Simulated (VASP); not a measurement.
# Si in VASP: single point with PBE

Aim: the single point of Si with PBE.

Program: VASP 6.6.1. These are calculated values, not measurements. Logs are shortened: lines on timing, memory, paths and dates and some standing lists are left out, and cuts for length are marked.

## 1. The cell of the first run

The cell holds a slab with vacuum, 17 atoms: a = 7.702 Å, b = 6.365 Å, c = 19.753 Å, α = 90.00°, β = 90.00°, γ = 90.00°.

## 2. Single point, PBE, collinear spin

The input, INCAR:

```
SYSTEM = Si
ALGO     = Fast           ! electronic algorithm
DIPOL    = 0.5 0.5 0.326
EDIFF    = 1E-6           ! SCF threshold, eV
ENCUT    = 520            ! plane-wave cutoff, eV
GGA      = PE             ! functional
IDIPOL   = 3            
ISIF     = 2              ! what is computed and relaxed
ISMEAR   = 0              ! smearing method
ISPIN    = 2              ! spin polarisation
LASPH    = .True.         ! aspherical terms in the spheres
LCHARG   = .True.         ! write CHGCAR
LDIPOL   = .True.       
LELF     = .True.         ! ELF
LORBIT   = 11             ! projections on sites
LREAL    = Auto         
LVACPOTAV= .True.       
LVHAR    = .True.       
LWAVE    = .False.        ! write WAVECAR
MAGMOM   = 0 0 0 0 0 0 0 0 0 0 0 0 0 0 0 0 2 ! initial moments
NBANDS   = 52             ! bands
NELM     = 150            ! most SCF steps
PREC     = Accurate       ! precision mode
SIGMA    = 0.05           ! smearing width, eV
```

The input, KPOINTS:

```
k-points
0
Gamma
  4 4 1
  0 0 0
```

The input, POSCAR:

```
Si
1.0
    7.7021643869      0.0000000000      0.0000000000
    0.0000000000      6.3646811531      0.0000000000
    0.0000000000      0.0000000000     19.7525435111
Si
17
Direct
    0.0000000000      0.9370679262      0.2025055658
    0.5000000000      0.9370679262      0.2025055658
    0.0000000000      0.5629320738      0.2025055658
    0.5000000000      0.5629320738      0.2025055658
    0.2500000000      0.4370679262      0.2587875160
    0.7500000000      0.4370679262      0.2587875160
    0.2500000000      0.0629320738      0.2587875160
    0.7500000000      0.0629320738      0.2587875160
    0.2500000000      0.9333044689      0.3720589473
    0.7500000000      0.9333044689      0.3720589473
    0.2500000000      0.5666955311      0.3720589473
    0.7500000000      0.5666955311      0.3720589473
    0.0000000000      0.4259907554      0.4177964983
    0.5000000000      0.4259907554      0.4177964983
    0.0000000000      0.0740092446      0.4177964983
    0.5000000000      0.0740092446      0.4177964983
    0.0000000000      1.0926574220      0.5328154558
```

Potentials or basis: VASP PAW PBE potentials, release 64 (Si).

On the command line:

```bash
$ cat potpaw_PBE.64/Si/POTCAR > POTCAR
$ mpirun -np 1 vasp_std > vasp.out
```

OUTCAR:

```text
SYSTEM = Si
   EDIFF = 1E-6
   ENCUT = 520
   GGA = PE
   ISIF = 2
   ISMEAR = 0
   ISPIN = 2
   LASPH = .True.
   LORBIT = 11
   LREAL = Auto
   NELM = 150
   PREC = Accurate

 ion  position               nearest neighbor table
   1  0.000  0.937  0.203-   7 2.36   8 2.36   3 2.38
   2  0.500  0.937  0.203-   7 2.36   8 2.36   4 2.38
   3  0.000  0.563  0.203-   5 2.36   6 2.36   1 2.38
   4  0.500  0.563  0.203-   5 2.36   6 2.36   2 2.38
   5  0.250  0.437  0.259-   3 2.36   4 2.36   7 2.38  11 2.38
   6  0.750  0.437  0.259-   3 2.36   4 2.36   8 2.38  12 2.38
   7  0.250  0.063  0.259-   1 2.36   2 2.36   5 2.38   9 2.38
   8  0.750  0.063  0.259-   1 2.36   2 2.36   6 2.38  10 2.38
   9  0.250  0.933  0.372-  15 2.31  16 2.31  11 2.33   7 2.38
  10  0.750  0.933  0.372-  15 2.31  16 2.31  12 2.33   8 2.38
  11  0.250  0.567  0.372-  13 2.31  14 2.31   9 2.33   5 2.38
  12  0.750  0.567  0.372-  13 2.31  14 2.31  10 2.33   6 2.38
  13  0.000  0.426  0.418-  15 2.24  12 2.31  11 2.31  17 3.11
  14  0.500  0.426  0.418-  16 2.24  12 2.31  11 2.31
  15  0.000  0.074  0.418-  13 2.24  17 2.28   9 2.31  10 2.31
  16  0.500  0.074  0.418-  14 2.24  10 2.31   9 2.31
  17  0.000  0.093  0.533-  15 2.28  13 3.11

  LATTYP: Found a simple orthorhombic cell.
 ALAT       =     6.3646811531
 B/A-ratio  =     1.2101414355
 C/A-ratio  =     3.1034615931

  Lattice vectors:

 A1 = (   0.0000000000,  -6.3646811531,   0.0000000000)
 A2 = (   7.7021643869,   0.0000000000,   0.0000000000)
 A3 = (   0.0000000000,   0.0000000000,  19.7525435111)

Analysis of symmetry for initial positions (statically):
=====================================================================
 Subroutine PRICEL returns:
 Original cell was already a primitive cell.

 Routine SETGRP: Setting up the symmetry group for a
 simple orthorhombic supercell.

 Subroutine GETGRP returns: Found  2 space group operations
 (whereof  2 operations were pure point group operations)
 out of a pool of  8 trial point group operations.

The static configuration has the point symmetry C_1h.

Analysis of symmetry for dynamics (positions and initial velocities):
=====================================================================
 Subroutine PRICEL returns:
 Original cell was already a primitive cell.

 Routine SETGRP: Setting up the symmetry group for a
 simple orthorhombic supercell.

 Subroutine GETGRP returns: Found  2 space group operations
 (whereof  2 operations were pure point group operations)
 out of a pool of  8 trial point group operations.

The dynamic configuration has the point symmetry C_1h.

Analysis of structural, dynamic, and magnetic symmetry:
=====================================================================
 Subroutine PRICEL returns:
 Original cell was already a primitive cell.

 Routine SETGRP: Setting up the symmetry group for a
 simple orthorhombic supercell.

 Subroutine GETGRP returns: Found  2 space group operations
 (whereof  2 operations were pure point group operations)
 out of a pool of  8 trial point group operations.

The overall configuration has the point symmetry C_1h.

 Subroutine INISYM returns: Found  2 space group operations
 (whereof  2 operations are pure point group operations),
 and found     1 'primitive' translations

----------------------------------------------------------------------------------------

                                     Primitive cell

  volume of cell :     968.3056

  direct lattice vectors                    reciprocal lattice vectors
     7.702164387  0.000000000  0.000000000     0.129833635  0.000000000  0.000000000
     0.000000000  6.364681153  0.000000000     0.000000000  0.157117061  0.000000000
     0.000000000  0.000000000 19.752543511     0.000000000  0.000000000  0.050626391

  length of vectors
     7.702164387  6.364681153 19.752543511     0.129833635  0.157117061  0.050626391

  position of ions in fractional coordinates (direct lattice)
     0.000000000  0.937067926  0.202505566
     0.500000000  0.937067926  0.202505566
     0.000000000  0.562932074  0.202505566
     0.500000000  0.562932074  0.202505566
     0.250000000  0.437067926  0.258787516
     0.750000000  0.437067926  0.258787516
[... 9 lines left out ...]
     0.500000000  0.074009245  0.417796498
     0.000000000  0.092657422  0.532815456

  ion indices of the primitive-cell ions
   primitive index   ion index
                 1           1
                 2           2
                 3           3
                 4           4
                 5           5
                 6           6
[... 46 lines left out ...]
  0.000000  0.500000  0.000000      1.000000
  0.250000  0.500000  0.000000      2.000000
  0.500000  0.500000  0.000000      1.000000
   k-points           NKPTS =      9   k-points in BZ     NKDIM =      9   number of bands    NBANDS=     52
   number of dos      NEDOS =    301   number of ions     NIONS =     17
   total plane-waves  NPLWV = 432000
   dimension x,y,z NGX =    60 NGY =   48 NGZ =  150
   dimension x,y,z NGXF=   120 NGYF=   96 NGZF=  300
   ions per type =              17
   NGX,Y,Z   is equivalent  to a cutoff of  12.95, 12.54, 12.62 a.u.
   NGXF,Y,Z  is equivalent  to a cutoff of  25.90, 25.08, 25.25 a.u.
 SYSTEM =  Si
   PREC   = accura    normal or accurate (medium, high low for compatibility)
   ISTART =      0    job   : 0-new  1-cont  2-samecut
   ICHARG =      2    charge: 1-file 2-atom 10-const
   ISPIN  =      2    spin polarized calculation?
   LNONCOLLINEAR =      F non collinear calculations
   LSORBIT =      F    spin-orbit coupling
   LASPH  =      T    aspherical Exc in radial PAW
   ENCUT  =  520.0 eV  38.22 Ry    6.18 a.u.  14.32 11.83 36.73*2*pi/ulx,y,z
   NELM   =    150;   NELMIN=  2; NELMDL= -5     # of ELM steps
   EDIFF  = 0.1E-05   stopping-criterion for ELM
   LREAL  =      T    real-space projection
   EDIFFG = 0.1E-04   stopping-criterion for IOM
   NSW    =      0    number of steps for IOM
   IBRION =     -1    ionic relax: 0-MD 1-quasi-New 2-CG
   NFREE  =      0    steps in history (QN), initial steepest desc. (CG)
   ISIF   =      2    stress and relaxation
   ISYM   =      2    0-nonsym 1-usesym 2-fastsym
   POTIM  = 0.5000    time-step for ionic-motion
   TEBEG  =    0.0;   TEEND  =   0.0 temperature during run
   PSTRESS=    0.0 pullay stress
   NELECT =      68.0000    total number of electrons
   NUPDOWN=      -1.0000    fix difference up-down
   EMIN   =  10.00;   EMAX   =-10.00  energy-range for DOS
   EFERMI =   0.00;   METHOD = LEGACY
   ISMEAR =     0;   SIGMA  =   0.05  broadening in eV -4-tet -1-fermi 0-gaus
   EFERMI_NEDOS =   21; number of points for ismear=-14 and -15
   IALGO  =     68    algorithm
   IMIX   =      4    mixing-type and parameters
     AMIX     =   0.40;   BMIX     =  1.00
     AMIX_MAG =   1.60;   BMIX_MAG =  1.00
  volume/ion in A,a.u.               =      56.96       384.38
  Fermi-wavevector in a.u.,A,eV,Ry     =   0.675420  1.276358  6.206864  0.456192
  Thomas-Fermi vector in A             =   1.752430
   LORBIT       =     11    0 simple, 1 ext, 2 COOP (PROOUT), +10 PAW based schemes
   GGA     = PE    functional components
   LHFCALC =     F    Hartree Fock is set to
   AEXX    =    0.0000 exact exchange contribution
   IVDW    =     0    specifies the selected vdW correction
   LEPSILON=     F    determine dielectric tensor
   LRPA    =     F    only Hartree local field effects (RPA)
 spin polarized calculation
 RMM-DIIS sequential band-by-band and
 Gauss-broadening in eV      SIGMA  =   0.05
  energy-cutoff  :      520.00
  volume of cell :      968.31
 maximum number of plane-waves:     26115
 NGX is ok and might be reduce to    60
   NGX = 29   NGY = 23   NGZ = 73

 dipolmoment           0.000000      0.000000      0.221208 electrons x Angstroem

 number of electron      67.9999999 magnetization       0.3540223

 dipolmoment           0.000000      0.000000     -0.036128 electrons x Angstroem

 Free energy of the ion-electron system (eV)
  ---------------------------------------------------
  ext. energy  EPLUGINS =         0.00000000
  ---------------------------------------------------
  free energy    TOTEN  =       -82.28579789 eV

  energy without entropy =      -82.27688601  energy(sigma->0) =      -82.28134195

 E-fermi :  -0.9968     XC(G=0):  -4.2056

 val. band max:       -0.9979726055   @ k =   0.5000   0.0000   0.0000
 cond. band min:      -0.9730887158   @ k =   0.5000   0.0000   0.0000
 fundamental gap:      0.0248838898
 Fermi energy:        -0.9967556076

 spin component 1

 k-point     1 :       0.0000    0.0000    0.0000
  band No.  band energies     occupation
      1     -12.5748      1.00000
      2     -11.3133      1.00000
      3     -10.8604      1.00000
      4     -10.4034      1.00000
      5     -10.1680      1.00000
      6      -9.3536      1.00000
[... 430 lines left out ...]
     45       2.2934      0.00000
     46       2.4777      0.00000
 Fermi energy:        -0.9967556076

 spin component 2

 k-point     1 :       0.0000    0.0000    0.0000
  band No.  band energies     occupation
      1     -12.5696      1.00000
      2     -11.2992      1.00000
      3     -10.8577      1.00000
      4     -10.3865      1.00000
      5     -10.1610      1.00000
      6      -9.3237      1.00000
[... 430 lines left out ...]
     45       2.3245      0.00000
     46       2.4911      0.00000
 [bands above 46 left out]

------------------------ aborting loop because EDIFF is reached ----------------------------------------

  FORCE on cell =-STRESS in cart. coord.  units (eV):
  Direction    XX          YY          ZZ          XY          YZ          ZX
  --------------------------------------------------------------------------------------
  -------------------------------------------------------------------------------------
  Total        2.7702170     -0.7833251     -2.0618857      0.0000000      1.8985318      0.0000000
  in kB        4.5836549     -1.2961050     -3.4116361      0.0000000      3.1413476      0.0000000
  external PRESSURE =      -0.0413620 kB  Pullay stress =       0.0000000 kB

 VOLUME and BASIS-vectors are now :
 -----------------------------------------------------------------------------
  energy-cutoff  :      520.00
  volume of cell :      968.31
      direct lattice vectors                 reciprocal lattice vectors
     7.702164387  0.000000000  0.000000000     0.129833635  0.000000000  0.000000000
     0.000000000  6.364681153  0.000000000     0.000000000  0.157117061  0.000000000
     0.000000000  0.000000000 19.752543511     0.000000000  0.000000000  0.050626391

 POSITION                                       TOTAL-FORCE (eV/Angst)
 -----------------------------------------------------------------------------------
      0.00000      5.96414      4.00000         0.000000     -0.760971      0.627885
      3.85108      5.96414      4.00000         0.000000     -0.582541      0.556050
      0.00000      3.58288      4.00000         0.000000      0.781110      0.655812
      3.85108      3.58288      4.00000         0.000000      0.596580      0.500976
      1.92554      2.78180      5.11171         0.044523      0.061687     -0.574526
      5.77662      2.78180      5.11171        -0.044523      0.061687     -0.574526
[... 9 lines left out ...]
      3.85108      0.47105      8.25254         0.000000      0.048670      0.066514
      0.00000      0.58973     10.52446         0.000000      0.733265     -0.002642
 -----------------------------------------------------------------------------------
    total drift:                               -0.000000     -0.001155     -0.031980

  FREE ENERGIE OF THE ION-ELECTRON SYSTEM (eV)
  ---------------------------------------------------
  free  energy   TOTEN  =       -82.2857978913 eV

  energy  without entropy=      -82.2768860105  energy(sigma->0) =      -82.28134195

 vacuum level on the upper side and lower side of the slab         3.656         3.790

 total charge

# of ion       s       p       d       tot
------------------------------------------
    1        0.793   0.836   0.000   1.629
    2        0.793   0.836   0.000   1.629
    3        0.793   0.835   0.000   1.628
    4        0.793   0.836   0.000   1.629
    5        0.764   0.889   0.000   1.652
    6        0.764   0.889   0.000   1.652
[... 9 lines left out ...]
   16        0.782   0.902   0.000   1.683
   17        0.925   0.623   0.000   1.549
--------------------------------------------------
tot         13.289  14.936   0.000  28.225

 magnetization (x)

# of ion       s       p       d       tot
------------------------------------------
    1       -0.005  -0.022   0.000  -0.027
    2       -0.008  -0.051   0.000  -0.059
    3        0.006   0.027   0.000   0.033
    4        0.013   0.075   0.000   0.088
    5       -0.001  -0.000   0.000  -0.001
    6       -0.001  -0.000   0.000  -0.001
[... 9 lines left out ...]
   16        0.001   0.010   0.000   0.011
   17        0.001   0.068   0.000   0.069
--------------------------------------------------
tot          0.012   0.088   0.000   0.100
```

It took 60 min on 1 thread of Oxide Virtual Turin-like, shared host; peak memory 1.5 GiB.

What came out:

| Item | Value |
| --- | --- |
| Free energy | -82.2858 eV |
| Largest force | 1.020 eV/Å |
| Net moment | 0.35 μB per cell |
| Site moments | Si -0.03, -0.06, +0.03, +0.09, -0.00, +0.00, +0.01, -0.01, +0.07 (each value once) μB |
| Valence electrons inside the program's atomic spheres | Si 1.63, 1.65, 1.69, 1.68, 1.75, 1.55 (each value once) |

Forces on the atoms (eV/Å):
```
Si   0.000 -0.761  0.628
Si   0.000 -0.583  0.556
Si   0.000  0.781  0.656
Si   0.000  0.597  0.501
Si   0.045  0.062 -0.575
Si  -0.045  0.062 -0.575
Si   0.075 -0.070 -0.577
Si  -0.075 -0.070 -0.577
Si   0.133 -0.099 -0.358
Si  -0.133 -0.099 -0.358
Si  -0.091 -0.080 -0.020
Si   0.091 -0.080 -0.020
Si   0.000  0.375  0.848
Si   0.000 -0.017 -0.023
Si   0.000 -0.801 -0.171
Si   0.000  0.049  0.067
Si   0.000  0.733 -0.003
```

Levels at points of the mesh, in eV from the Fermi level:
Spin up:
```tsv
k point	band 31	band 32	band 33	band 34	band 35	band 36	band 37	band 38
(0.00, 0.00, 0.00)	-0.85	-0.51	-0.17	-0.03	0.10	0.25	0.77	1.08
(0.50, 0.00, 0.00)	-1.22	-0.50	-0.14	0.00	0.11	0.82	0.88	1.12
(0.00, 0.50, 0.00)	-1.03	-0.99	-0.68	-0.09	0.03	0.12	0.55	0.74
(0.50, 0.50, 0.00)	-0.72	-0.70	-0.50	-0.20	-0.08	0.25	0.53	0.62
```
Spin down:
```tsv
k point	band 31	band 32	band 33	band 34	band 35	band 36	band 37	band 38
(0.00, 0.00, 0.00)	-0.73	-0.53	-0.14	-0.02	0.24	0.37	0.80	1.11
(0.50, 0.00, 0.00)	-1.19	-0.44	-0.10	0.02	0.40	0.87	0.92	1.17
(0.00, 0.50, 0.00)	-1.01	-0.93	-0.66	-0.16	0.18	0.41	0.59	0.74
(0.50, 0.50, 0.00)	-0.71	-0.64	-0.43	-0.20	0.18	0.27	0.53	0.76
```
